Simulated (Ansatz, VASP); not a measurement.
# Two plane-wave programs on MgO

INCAR

```
SYSTEM = MgO
  ALGO = Normal
  EDIFF = 1E-6
  ENCUT = 520
  GGA = PE
  ISIF = 2
  ISMEAR = 0
  LASPH = .TRUE.
  LCHARG = .TRUE.
  LELF = .TRUE.
  LREAL = .FALSE.
  LVHAR = .TRUE.
  LWAVE = .FALSE.
  NBANDS = 16
  NELM = 100
  PREC = Accurate
  SIGMA = 0.05
```

Contents of KPOINTS:

```
k-points
0
G
  9 9 6
  0 0 0
```

The input POSCAR:

```
MgO
1.0
    3.5025263707      0.0000000000      0.0000000000
   -1.7512631854      3.0332768144      0.0000000000
    0.0000000000      0.0000000000      4.2849907619
Mg O
2 2
Direct
    0.6666666667      0.3333333333      0.7500000000
    0.3333333333      0.6666666667      0.2500000000
    0.6666666667      0.3333333333      0.2500000000
    0.3333333333      0.6666666667      0.7500000000
```

Input for Ansatz:

```yaml
crystal:
  lattice:
    - [3.5025263707, 0.0, 0.0]
    - [-1.7512631854, 3.0332768144, 0.0]
    - [0.0, 0.0, 4.2849907619]
  atoms:
    - { symbol: Mg, position: [0.6666666667, 0.3333333333, 0.75] }
    - { symbol: Mg, position: [0.3333333333, 0.6666666667, 0.25] }
    - { symbol: O, position: [0.6666666667, 0.3333333333, 0.25] }
    - { symbol: O, position: [0.3333333333, 0.6666666667, 0.75] }
basis:
  ecutwfc: 520.0
kpoints:
  mp_grid: { grid: [9, 9, 6] }
hamiltonian:
  xc: pbe
  pseudopotentials: { kind: paw, azcp: { folder: soft_1 } }
scf:
  occupations: { method: gaussian, width: 0.05 }
output:
  forces: true
  stress: true
  eigenvalues: true
```

Alike in both runs: task single point; functional PBE; k mesh 9 × 9 × 6; occupations gaussian, width 0.05 eV; no spin polarisation.

|  | VASP | Ansatz |
| --- | --- | --- |
| version | VASP 6.6.1 | Ansatz 0.2.0 |
| potentials or method | VASP PAW PBE potentials, release 64 (Mg, O), cutoff 520 eV | scalar-relativistic, plane waves, PAW |
| valence electrons in the cell | 16 | 32 |

```csv
,VASP,Ansatz,Ansatz less VASP
gap on the k mesh at the Fermi level (eV),3.24,3.26,+0.021
least direct gap on the mesh (eV),3.24,3.26,+0.021
pressure (GPa),-0.6,0.0,+0.57
"traceless stress, the component that is largest in VASP (GPa)",-1.70,-1.58,+0.119
```

The functional is the same, so the differences come from potentials, cutoffs and numerics. VASP's potentials hold 16 valence electrons a cell and Ansatz's 32, so a difference there can come from the potentials and not from the codes.
